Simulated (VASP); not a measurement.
# Cd (R-3m) in VASP: single point with r2SCAN

Aim: the single point of Cd with r2SCAN.

Everything below comes from runs of VASP 6.6.1. Logs are shortened: lines on timing, memory, paths and dates and some standing lists are left out, and cuts for length are marked.

## (1) The cell of the first run

The structure is trigonal, space group R-3m (No. 166). The conventional cell has a = 3.255 Å, b = 3.255 Å, c = 7.161 Å, α = 90.00°, β = 90.00°, γ = 120.00°. Cd (site symmetry -3m) has 12 Cd at 3.04 to 3.26 Å within 4.0 Å.

## (2) Single point, r2SCAN

Input file POSCAR:

```
Cd
1.0
    1.6276348437      0.9397154152      2.3868678817
   -1.6276348437      0.9397154152      2.3868678817
    0.0000000000     -1.8794308303      2.3868678817
Cd
1
Direct
    0.0000000000      0.0000000000      0.0000000000
```

Input file INCAR.step1:

```
SYSTEM = Cd
ALGO = Normal ; EDIFF = 1E-4
ENCUT = 520 ; GGA = PE
ISMEAR = 0 ; LASPH = .TRUE.
LCHARG = .FALSE. ; LREAL = .FALSE.
LWAVE = .TRUE. ; NBANDS = 12
NELM = 60 ; PREC = Accurate
SIGMA = 0.1
```

Input file INCAR.step2:

```
SYSTEM = Cd
ALGO = Normal ; EDIFF = 1E-7
ENCUT = 520 ; ISIF = 2
ISMEAR = 0 ; ISTART = 1
LASPH = .TRUE. ; LCHARG = .FALSE.
LMIXTAU = .TRUE. ; LREAL = .FALSE.
LWAVE = .FALSE. ; METAGGA = R2SCAN
NBANDS = 12 ; NELM = 60
PREC = Accurate ; SIGMA = 0.1
```

Input file KPOINTS:

```
k-points
0
G
  18 18 18
  0 0 0
```

Potentials or basis: VASP PAW PBE potentials, release 64 (Cd).

On the command line:

```
$ cat potpaw_PBE.64/Cd/POTCAR > POTCAR
$ cp INCAR.step1 INCAR
$ mpirun -np 1 vasp_std > vasp.out
$ cp INCAR.step2 INCAR
$ mpirun -np 1 vasp_std > vasp.out
```

OUTCAR:

```text
SYSTEM = Cd
   EDIFF = 1E-7
   ENCUT = 520
   ISIF = 2
   ISMEAR = 0
   ISTART = 1
   LASPH = .TRUE.
   LREAL = .FALSE.
   METAGGA = R2SCAN
   NELM = 60
   PREC = Accurate

 ion  position               nearest neighbor table
   1  0.000  0.000  0.000-

  LATTYP: Found a trigonal (rhomboedric) cell.
 ALAT       =     3.0379925166
 COS(alpha) =     0.4259224638

  Lattice vectors:

 A1 = (   1.6276348437,   0.9397154152,   2.3868678817)
 A2 = (  -1.6276348437,   0.9397154152,   2.3868678817)
 A3 = (   0.0000000000,  -1.8794308303,   2.3868678817)

Analysis of symmetry for initial positions (statically):
=====================================================================
 Subroutine PRICEL returns:
 Original cell was already a primitive cell.

 Routine SETGRP: Setting up the symmetry group for a
 trigonal (rhombohedral) supercell.

 Subroutine GETGRP returns: Found 12 space group operations
 (whereof 12 operations were pure point group operations)
 out of a pool of 12 trial point group operations.

The static configuration has the point symmetry D_3d.

Analysis of symmetry for dynamics (positions and initial velocities):
=====================================================================
 Subroutine PRICEL returns:
 Original cell was already a primitive cell.

 Routine SETGRP: Setting up the symmetry group for a
 trigonal (rhombohedral) supercell.

 Subroutine GETGRP returns: Found 12 space group operations
 (whereof 12 operations were pure point group operations)
 out of a pool of 12 trial point group operations.

The dynamic configuration has the point symmetry D_3d.

 Subroutine INISYM returns: Found 12 space group operations
 (whereof 12 operations are pure point group operations),
 and found     1 'primitive' translations

----------------------------------------------------------------------------------------

                                     Primitive cell

  volume of cell :      21.9045

  direct lattice vectors                    reciprocal lattice vectors
     1.627634844  0.939715415  2.386867882     0.307194210  0.177358660  0.139653031
    -1.627634844  0.939715415  2.386867882    -0.307194210  0.177358660  0.139653031
     0.000000000 -1.879430830  2.386867882     0.000000000 -0.354717320  0.139653031

  length of vectors
     3.037992517  3.037992517  3.037992517     0.381218239  0.381218239  0.381218239

  position of ions in fractional coordinates (direct lattice)
     0.000000000  0.000000000  0.000000000

  ion indices of the primitive-cell ions
   primitive index   ion index
                 1           1

----------------------------------------------------------------------------------------

 KPOINTS: k-points

Automatic generation of k-mesh.
 Grid dimensions read from file:
 generate k-points for:   18   18   18

 Generating k-lattice:

  Cartesian coordinates                     Fractional coordinates (reciprocal lattice)
     0.017066345  0.009853259  0.007758502     0.055555556  0.000000000  0.000000000
    -0.017066345  0.009853259  0.007758502     0.000000000  0.055555556  0.000000000
     0.000000000 -0.019706518  0.007758502     0.000000000  0.000000000  0.055555556

  Length of vectors
     0.021178791  0.021178791  0.021178791

  Shift w.r.t. Gamma in fractional coordinates (k-lattice)
     0.000000000  0.000000000  0.000000000

 Subroutine IBZKPT returns following result:
 ===========================================

 Found    580 irreducible k-points:

 Following reciprocal coordinates:
            Coordinates               Weight
  0.000000  0.000000  0.000000      1.000000
  0.055556  0.000000 -0.000000      6.000000
  0.111111  0.000000 -0.000000      6.000000
  0.166667  0.000000 -0.000000      6.000000
  0.222222 -0.000000 -0.000000      6.000000
  0.277778  0.000000 -0.000000      6.000000
[... 16 lines left out ...]
 -0.277778  0.055556  0.000000     12.000000
 -0.222222  0.055556  0.000000     12.000000
 [... further k-points ...]
   k-points           NKPTS =    580   k-points in BZ     NKDIM =    580   number of bands    NBANDS=     12
   number of dos      NEDOS =    301   number of ions     NIONS =      1
   total plane-waves  NPLWV =  13824
   dimension x,y,z NGX =    24 NGY =   24 NGZ =   24
   dimension x,y,z NGXF=    48 NGYF=   48 NGZF=   48
   ions per type =               1
   NGX,Y,Z   is equivalent  to a cutoff of  13.13, 13.13, 13.13 a.u.
   NGXF,Y,Z  is equivalent  to a cutoff of  26.27, 26.27, 26.27 a.u.
 SYSTEM =  Cd
   PREC   = accura    normal or accurate (medium, high low for compatibility)
   ISTART =      1    job   : 0-new  1-cont  2-samecut
   ICHARG =      0    charge: 1-file 2-atom 10-const
   ISPIN  =      1    spin polarized calculation?
   LNONCOLLINEAR =      F non collinear calculations
   LSORBIT =      F    spin-orbit coupling
   LASPH  =      T    aspherical Exc in radial PAW
   ENCUT  =  520.0 eV  38.22 Ry    6.18 a.u.   5.65  5.65  5.65*2*pi/ulx,y,z
   NELM   =     60;   NELMIN=  2; NELMDL=  0     # of ELM steps
   EDIFF  = 0.1E-06   stopping-criterion for ELM
   LREAL  =      F    real-space projection
   EDIFFG = 0.1E-05   stopping-criterion for IOM
   NSW    =      0    number of steps for IOM
   IBRION =     -1    ionic relax: 0-MD 1-quasi-New 2-CG
   NFREE  =      0    steps in history (QN), initial steepest desc. (CG)
   ISIF   =      2    stress and relaxation
   ISYM   =      2    0-nonsym 1-usesym 2-fastsym
   POTIM  = 0.5000    time-step for ionic-motion
   TEBEG  =    0.0;   TEEND  =   0.0 temperature during run
   PSTRESS=    0.0 pullay stress
   NELECT =      12.0000    total number of electrons
   NUPDOWN=      -1.0000    fix difference up-down
   EMIN   =  10.00;   EMAX   =-10.00  energy-range for DOS
   EFERMI =   0.00;   METHOD = LEGACY
   ISMEAR =     0;   SIGMA  =   0.10  broadening in eV -4-tet -1-fermi 0-gaus
   EFERMI_NEDOS =   21; number of points for ismear=-14 and -15
   IALGO  =     38    algorithm
   IMIX   =      4    mixing-type and parameters
     AMIX     =   0.40;   BMIX     =  1.00
     AMIX_MAG =   1.60;   BMIX_MAG =  1.00
  volume/ion in A,a.u.               =      21.90       147.82
  Fermi-wavevector in a.u.,A,eV,Ry     =   1.339546  2.531375 24.414065  1.794383
  Thomas-Fermi vector in A             =   2.467929
   LORBIT       =      0    0 simple, 1 ext, 2 COOP (PROOUT), +10 PAW based schemes
   METAGGA = R2SCAN    functional components
   LHFCALC =     F    Hartree Fock is set to
   AEXX    =    0.0000 exact exchange contribution
   IVDW    =     0    specifies the selected vdW correction
   LEPSILON=     F    determine dielectric tensor
   LRPA    =     F    only Hartree local field effects (RPA)
 non-spin polarized calculation
 Gauss-broadening in eV      SIGMA  =   0.10
  energy-cutoff  :      520.00
  volume of cell :       21.90
 maximum number of plane-waves:       602
   NGX = 11   NGY = 11   NGZ = 11

 number of electron      12.0000001 magnetization

 Free energy of the ion-electron system (eV)
  ---------------------------------------------------
  ext. energy  EPLUGINS =         0.00000000
  ---------------------------------------------------
  free energy    TOTEN  =       -20.08100169 eV

  energy without entropy =      -20.07962244  energy(sigma->0) =      -20.08031206

 E-fermi :   2.7706     XC(G=0): -11.7303

 val. band max:        2.7670185010   @ k =   0.4444   0.0556  -0.0000
 cond. band min:       2.8165440919   @ k =  -0.3889   0.5000   0.2222
 fundamental gap:      0.0495255910
 Fermi energy:         2.7705983058

 k-point     1 :       0.0000    0.0000    0.0000
  band No.  band energies     occupation
      1      -6.9794      2.00000
      2      -6.9794      2.00000
      3      -6.6407      2.00000
      4      -6.3100      2.00000
      5      -6.3100      2.00000
      6      -6.2778      2.00000
      7      16.5359      0.00000
      8      17.2337      0.00000
      9      17.2337      0.00000
     10      20.7365      0.00000
     11      20.7365      0.00000
     12      21.9608      0.00000

 k-point     2 :       0.0556    0.0000   -0.0000
  band No.  band energies     occupation
      1      -6.9766      2.00000
      2      -6.9731      2.00000
      3      -6.6287      2.00000
      4      -6.3126      2.00000
      5      -6.3125      2.00000
      6      -6.2031      2.00000
      7      15.8569      0.00000
      8      16.8045      0.00000
      9      17.1586      0.00000
     10      20.9166      0.00000
     11      21.1058      0.00000
     12      21.9829      0.00000

 k-point     3 :       0.1111    0.0000   -0.0000
  band No.  band energies     occupation
      1      -6.9855      2.00000
      2      -6.9573      2.00000
      3      -6.5924      2.00000
      4      -6.3170      2.00000
      5      -6.3168      2.00000
      6      -5.9647      2.00000
      7      13.9110      0.00000
      8      16.7318      0.00000
      9      16.9727      0.00000
     10      20.9762      0.00000
     11      21.4034      0.00000
     12      21.9730      0.00000
[... 286 lines left out ...]
 k-point    23 :      -0.2778    0.0556    0.0000
  band No.  band energies     occupation
      1      -7.1678      2.00000
      2      -6.9448      2.00000
      3      -6.5255      2.00000
      4      -6.2438      2.00000
      5      -6.1803      2.00000
      6      -3.8098      2.00000
      7       7.1312      0.00000
      8      14.3772      0.00000
      9      17.0614      0.00000
     10      19.7048      0.00000
     11      20.5158      0.00000
     12      22.2843      0.00000

 k-point    24 :      -0.2222    0.0556    0.0000
  band No.  band energies     occupation
      1      -7.0964      2.00000
      2      -6.9306      2.00000
      3      -6.5162      2.00000
      4      -6.3009      2.00000
      5      -6.2587      2.00000
      6      -4.6324      2.00000
      7       9.1321      0.00000
      8      14.4935      0.00000
      9      17.3228      0.00000
     10      20.4867      0.00000
     11      20.9734      0.00000
     12      22.1812      0.00000

 [... further k-points ...]
[... 5 lines left out ...]
  --------------------------------------------------------------------------------------
  -------------------------------------------------------------------------------------
  Total        0.0411345      0.0411345      0.0534269      0.0000000      0.0000000      0.0000000
  in kB        3.0087357      3.0087357      3.9078508      0.0000000      0.0000000      0.0000000
  external PRESSURE =       3.3084407 kB  Pullay stress =       0.0000000 kB

 VOLUME and BASIS-vectors are now :
 -----------------------------------------------------------------------------
  energy-cutoff  :      520.00
  volume of cell :       21.90
      direct lattice vectors                 reciprocal lattice vectors
     1.627634844  0.939715415  2.386867882     0.307194210  0.177358660  0.139653031
    -1.627634844  0.939715415  2.386867882    -0.307194210  0.177358660  0.139653031
     0.000000000 -1.879430830  2.386867882     0.000000000 -0.354717320  0.139653031

 POSITION                                       TOTAL-FORCE (eV/Angst)
 -----------------------------------------------------------------------------------
      0.00000      0.00000      0.00000         0.000000      0.000000      0.000000
 -----------------------------------------------------------------------------------
    total drift:                                0.000000     -0.000000      0.000000

  FREE ENERGIE OF THE ION-ELECTRON SYSTEM (eV)
  ---------------------------------------------------
  free  energy   TOTEN  =       -20.0810016883 eV

  energy  without entropy=      -20.0796224368  energy(sigma->0) =      -20.08031206
```

Run time: 17 min. Hardware: 1 thread of AMD EPYC, shared host; peak memory 0.23 GiB.

Results:

```yaml
Free_energy: -20.0810 eV
Pressure: 0.3 GPa
Band_gap_on_the_k_mesh: zero (band 6 reaches 4.60 eV, above the bottom of band 7 at 1.01 eV)
```

Stress tensor (GPa, compression positive):
```
0.30 0.00 0.00
0.00 0.30 0.00
0.00 0.00 0.39
```

Caveat: the PAW data sets were made with another functional, which shifts forces and pressure a little.
